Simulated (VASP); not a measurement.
# ZnO (Fm-3m) in VASP: vibrations by perturbation theory with PBE

Aim: the vibrations by perturbation theory of ZnO with PBE.

All numbers are computed with VASP 6.6.1; they aren't measurements. Logs are shortened: lines on timing, memory, paths and dates and some standing lists are left out, and cuts for length are marked.

### Step 1. The cell of the first run

It takes space group Fm-3m (No. 225, cubic). Conventional cell: a = 4.330 Å, b = 4.330 Å, c = 4.330 Å, α = 90.00°, β = 90.00°, γ = 90.00°. Within 2.9 Å of Zn (site symmetry m-3m) lie 6 O at 2.16 Å. O (site symmetry m-3m) has 6 Zn at 2.16 Å within 2.9 Å.

### Step 2. Vibrations by perturbation theory, PBE

Input file INCAR:

```
PREC = Accurate
ENCUT = 520
EDIFF = 1E-8
ISMEAR = 0
SIGMA = 0.01
LREAL = F
LASPH = T
NELM = 60
ALGO = Normal
ISIF = 2
LWAVE = F
LCHARG = T
GGA = PE
IBRION = 8
NSW = 1
LEPSILON = T
```

Input file KPOINTS:

```
regular mesh
0
Gamma
  12 12 12
```

Input file POSCAR:

```
ZnO
1.0
    0.0000000000      2.1649967814      2.1649967814
    2.1649967814      0.0000000000      2.1649967814
    2.1649967814      2.1649967814      0.0000000000
Zn O
1 1
Direct
    0.0000000000      0.0000000000      0.0000000000
    0.5000000000      0.5000000000      0.5000000000
```

Potentials or basis: VASP PAW PBE potentials, release 64 (Zn, O).

Launch:

```sh
$ cat potpaw_PBE.64/Zn/POTCAR potpaw_PBE.64/O/POTCAR > POTCAR
$ mpirun -np 1 vasp_std > vasp.out
```

OUTCAR:

```text
PREC = Accurate
   ENCUT = 520
   EDIFF = 1E-8
   ISMEAR = 0
   LREAL = F
   LASPH = T
   NELM = 60
   ISIF = 2
   GGA = PE
   IBRION = 8
   NSW = 1
   LEPSILON = T

 ion  position               nearest neighbor table
   1  0.000  0.000  0.000-   2 2.16   2 2.16   2 2.16   2 2.16   2 2.16   2 2.16
   2  0.500  0.500  0.500-   1 2.16   1 2.16   1 2.16   1 2.16   1 2.16   1 2.16

  LATTYP: Found a face centered cubic cell.
 ALAT       =     4.3299935628

  Lattice vectors:

 A1 = (   0.0000000000,   2.1649967814,   2.1649967814)
 A2 = (   2.1649967814,   0.0000000000,   2.1649967814)
 A3 = (   2.1649967814,   2.1649967814,   0.0000000000)

Analysis of symmetry for initial positions (statically):
=====================================================================
 Subroutine PRICEL returns:
 Original cell was already a primitive cell.

 Routine SETGRP: Setting up the symmetry group for a
 face centered cubic supercell.

 Subroutine GETGRP returns: Found 48 space group operations
 (whereof 48 operations were pure point group operations)
 out of a pool of 48 trial point group operations.

The static configuration has the point symmetry O_h .

Analysis of symmetry for dynamics (positions and initial velocities):
=====================================================================
 Subroutine PRICEL returns:
 Original cell was already a primitive cell.

 Routine SETGRP: Setting up the symmetry group for a
 face centered cubic supercell.

 Subroutine GETGRP returns: Found 48 space group operations
 (whereof 48 operations were pure point group operations)
 out of a pool of 48 trial point group operations.

The dynamic configuration has the point symmetry O_h .

 Subroutine INISYM returns: Found 48 space group operations
 (whereof 48 operations are pure point group operations),
 and found     1 'primitive' translations

----------------------------------------------------------------------------------------

                                     Primitive cell

  volume of cell :      20.2956

  direct lattice vectors                    reciprocal lattice vectors
     0.000000000  2.164996781  2.164996781    -0.230947226  0.230947226  0.230947226
     2.164996781  0.000000000  2.164996781     0.230947226 -0.230947226  0.230947226
     2.164996781  2.164996781  0.000000000     0.230947226  0.230947226 -0.230947226

  length of vectors
     3.061767811  3.061767811  3.061767811     0.400012329  0.400012329  0.400012329

  position of ions in fractional coordinates (direct lattice)
     0.000000000  0.000000000  0.000000000
     0.500000000  0.500000000  0.500000000

  ion indices of the primitive-cell ions
   primitive index   ion index
                 1           1
                 2           2

----------------------------------------------------------------------------------------

 KPOINTS: regular mesh

Automatic generation of k-mesh.
 Grid dimensions read from file:
 generate k-points for:   12   12   12

 Generating k-lattice:

[... 531 lines left out ...]
 ------------------------------------------------------

 Free energy of the ion-electron system (eV)
  ---------------------------------------------------
  ---------------------------------------------------
  free energy    TOTEN  =        -0.26699960 eV

  energy without entropy =       -0.26699960

------------------------ aborting loop because EDIFF is reached ----------------------------------------

--------------------------------------- Ionic step        2  -------------------------------------------

------------------------ aborting loop because EDIFF is reached ----------------------------------------

--------------------------------------- Ionic step        3  -------------------------------------------

------------------------ aborting loop because EDIFF is reached ----------------------------------------

 PIEZOELECTRIC TENSOR FIELD DIRECTION 3  (e Angst)
 -----------------------------------------------------------------------------
     0.00006  0.00000 -0.00000           ( -0.00001  0.00000 -0.00000)
     0.00000  0.00006  0.00000           (  0.00000 -0.00001  0.00000)
    -0.00000 -0.00000 -0.00056           ( -0.00000  0.00000 -0.00001)

 PIEZOELECTRIC TENSOR FIELD DIRECTION 3  (C/m^2)
 -----------------------------------------------------------------------------
     0.00005  0.00000 -0.00000
     0.00000  0.00005  0.00000
    -0.00000 -0.00000 -0.00044

--------------------------------------- Ionic step        4  -------------------------------------------

------------------------ aborting loop because EDIFF is reached ----------------------------------------

[... ionic steps 5 to 6 ...]

--------------------------------------- Ionic step        7  -------------------------------------------

 Free energy of the ion-electron system (eV)
  ---------------------------------------------------
  ---------------------------------------------------
  free energy    TOTEN  =        -0.35808768 eV

  energy without entropy =       -0.35808768

------------------------ aborting loop because EDIFF is reached ----------------------------------------

 INTERNAL STRAIN TENSOR  FOR ION    2  DIRECTION 1   (eV/Angst):
 -----------------------------------------------------------------------------
     0.01796  0.00000  0.00000
     0.00000 -0.00172  0.00000
    -0.00000  0.00000 -0.00172

 MACROSCOPIC STATIC DIELECTRIC TENSOR (including local field effects in DFT)
 ------------------------------------------------------
           5.516850     0.000000     0.000000
           0.000000     5.516850     0.000000
           0.000000    -0.000000     5.516850
 ------------------------------------------------------

 PIEZOELECTRIC TENSOR (including local field effects)  for field in x, y, z        (e  Angst)
          XX          YY          ZZ          XY          YZ          ZX
  --------------------------------------------------------------------------------
  x     0.00000     0.00000     0.00000     0.00000     0.00000     0.00000
  y     0.00000     0.00000     0.00000     0.00000     0.00000     0.00000
  z     0.00000     0.00000     0.00000     0.00000     0.00000     0.00000

 PIEZOELECTRIC TENSOR (including local field effects)  for field in x, y, z        (C/m^2)
          XX          YY          ZZ          XY          YZ          ZX
  --------------------------------------------------------------------------------
  x     0.00000     0.00000     0.00000     0.00000     0.00000     0.00000
  y     0.00000     0.00000     0.00000     0.00000     0.00000     0.00000
  z     0.00000     0.00000     0.00000     0.00000     0.00000     0.00000

 BORN EFFECTIVE CHARGES (including local field effects) (in |e|, cummulative output)
 ---------------------------------------------------------------------------------
 ion    1
    1     2.41676     0.00000     0.00000
    2     0.00000     2.41676    -0.00000
    3     0.00000     0.00000     2.41676
 ion    2
    1    -2.41676    -0.00000     0.00000
    2     0.00000    -2.41676     0.00000
    3     0.00000    -0.00000    -2.41676

 INTERNAL STRAIN TENSOR FOR ION    2 for displacements in x,y,z  (eV/Angst):
          X           Y           Z          XY          YZ          ZX
  --------------------------------------------------------------------------------
  x     0.00000     0.00000     0.00000     0.00000     0.00000     0.00000
  y     0.00000     0.00000     0.00000     0.00000     0.00000     0.00000
  z     0.00000     0.00000     0.00000     0.00000     0.00000     0.00000

 SECOND DERIVATIVES (NOT SYMMETRIZED)
 ------------------------------------
               1X          1Y          1Z          2X          2Y          2Z
  1X    -2.277116    0.000000    0.000000    2.277116    0.000000    0.000000
  1Y     0.000000   -2.277116    0.000000    0.000000    2.277116    0.000000
  1Z     0.000000    0.000000   -2.277116    0.000000    0.000000    2.277116
  2X     2.197051    0.000000    0.000000   -2.197051    0.000000    0.000000
  2Y     0.000000    2.197051    0.000000    0.000000   -2.197051    0.000000
  2Z     0.000000    0.000000    2.197051    0.000000    0.000000   -2.197051

 Eigenvectors and eigenvalues of the dynamical matrix
 ----------------------------------------------------

   1 f  =    6.486374 THz    40.755089 2PiTHz  216.362144 cm-1    26.825475 meV
             X         Y         Z           dx          dy          dz
      0.000000  0.000000  0.000000     0.449811    0.000000   -0.000000
      2.164997  2.164997  2.164997    -0.893124    0.000000   -0.000000
[... 21 lines left out ...]
   6 f/i=    0.046633 THz     0.293006 2PiTHz    1.555521 cm-1     0.192860 meV
             X         Y         Z           dx          dy          dz
      0.000000  0.000000  0.000000     0.181706   -0.121319    0.865988
      2.164997  2.164997  2.164997     0.091514   -0.061101    0.436144

--------------------------------------------------------------------------------------------------------

 MACROSCOPIC STATIC DIELECTRIC TENSOR IONIC CONTRIBUTION
 ------------------------------------------------------
          23.274464     0.000000     0.000000
           0.000000    23.274464     0.000000
           0.000000     0.000000    23.274464
 ------------------------------------------------------

 ELASTIC MODULI CONTR FROM IONIC RELAXATION (kBar)
 Direction    XX          YY          ZZ          XY          YZ          ZX
 --------------------------------------------------------------------------------
 XX           0.0000      0.0000      0.0000      0.0000      0.0000      0.0000
 YY           0.0000      0.0000      0.0000      0.0000      0.0000      0.0000
 ZZ           0.0000      0.0000      0.0000      0.0000      0.0000      0.0000
 XY           0.0000      0.0000      0.0000      0.0000      0.0000      0.0000
 YZ           0.0000      0.0000      0.0000      0.0000      0.0000      0.0000
 ZX           0.0000      0.0000      0.0000      0.0000      0.0000      0.0000
 --------------------------------------------------------------------------------

 PIEZOELECTRIC TENSOR IONIC CONTR  for field in x, y, z        (C/m^2)
          XX          YY          ZZ          XY          YZ          ZX
  --------------------------------------------------------------------------------
  x     0.00000     0.00000     0.00000     0.00000     0.00000     0.00000
  y     0.00000     0.00000     0.00000     0.00000     0.00000     0.00000
  z     0.00000     0.00000     0.00000     0.00000     0.00000     0.00000
```

It took 1.7 min on 1 thread of Intel Xeon 6975P-C (Granite Rapids), shared host; peak memory 0.24 GiB.

What came out:

* Electronic dielectric tensor (diagonal): 5.52
* Born charges (mean of the diagonal): Zn +2.42; O -2.42 e
* Highest phonon frequency at Γ, LO-TO splitting left out: 216 cm⁻¹

Phonon frequencies in cm⁻¹ (negative: imaginary):
| q point | frequencies |
| --- | --- |
| (0.000, 0.000, 0.000) | -2 -2 -2 216 216 216 |

Electronic dielectric tensor:
```
5.52 0.00 0.00
0.00 5.52 0.00
0.00 0.00 5.52
```

Born effective charge tensors (e):
atom 1, Zn
```
2.42 0.00 0.00
0.00 2.42 0.00
0.00 0.00 2.42
```
atom 2, O
```
-2.42  0.00  0.00
 0.00 -2.42  0.00
 0.00  0.00 -2.42
```
